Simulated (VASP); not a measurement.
Wanted: the native input for a VASP 6.6.1 run.

* Task: single point
* Functional: LDA
* Potentials or basis: VASP PAW LDA potentials, release 64 (Si, O)
* Cutoff: 520 eV
* k mesh: 4 × 4 × 4
* Occupations: gaussian, width 0.02 eV
* Spin: no spin polarisation
* Dipole correction: no
* Further INCAR settings: LREAL = Auto; ALGO = Normal; EDIFF = 1e-06; NBANDS = 82

The structure of SiO2 lies in POSCAR:

```
SiO2
1.0
    4.5000171249     -4.7609513304      0.0000000000
    4.5000171249      4.7609513304      0.0000000000
    0.0000000000      0.0000000000      8.6656183355
Si O
8 16
Direct
    0.2995904218      0.0224619206      0.9014687960
    0.4775380794      0.2004095782      0.5985312040
    0.0224619206      0.2995904218      0.0985312040
    0.2004095782      0.4775380794      0.4014687960
    0.9775380794      0.7004095782      0.9014687960
    0.7004095782      0.9775380794      0.0985312040
    0.7995904218      0.5224619206      0.5985312040
    0.5224619206      0.7995904218      0.4014687960
    0.8564431545      0.8564431545      0.0000000000
    0.6523350326      0.8476649674      0.2500000000
    0.6435568455      0.6435568455      0.5000000000
    0.3000444311      0.6999555689      0.3572243553
    0.1523350326      0.3476649674      0.2500000000
    0.8476649674      0.6523350326      0.7500000000
    0.1435568455      0.1435568455      0.0000000000
    0.3476649674      0.1523350326      0.7500000000
    0.0000000000      0.5000000000      0.0000000000
    0.1999555689      0.8000444311      0.8572243553
    0.6999555689      0.3000444311      0.6427756447
    0.8000444311      0.1999555689      0.1427756447
    0.3564431545      0.3564431545      0.5000000000
    0.5000000000      0.0000000000      0.0000000000
    0.0000000000      0.5000000000      0.5000000000
    0.5000000000      0.0000000000      0.5000000000
```

This cell differs from its parent crystal: volume scaled by 0.91, then relaxed in part.

One way to write it, as run:

INCAR

```
  ALGO = Normal
  EDIFF = 1E-6
  ENCUT = 520
  ISIF = 2
  ISMEAR = 0
  LASPH = True
  LCHARG = False
  LREAL = Auto
  LWAVE = False
  NBANDS = 82
  NELM = 60
  PREC = Accurate
  SIGMA = 0.02
```

KPOINTS

```
k-points
0
Gamma
  4 4 4
```

Potentials or basis: VASP PAW LDA potentials, release 64 (Si, O).

Command:

```console
$ cat potpaw_LDA.64/Si/POTCAR potpaw_LDA.64/O/POTCAR > POTCAR
$ mpirun -np 1 vasp_std > vasp.out
```

It gave:

```yaml
Pressure: 6.0 GPa
Largest_force: 0.058 eV/Å
Band_gap_on_the_k_mesh: 5.53 eV, direct
```

Run time: 9.8 min on 1 thread of Intel(R) Xeon(R) Platinum 8488C (Sapphire Rapids) (shared host), peak memory 0.55 GiB.
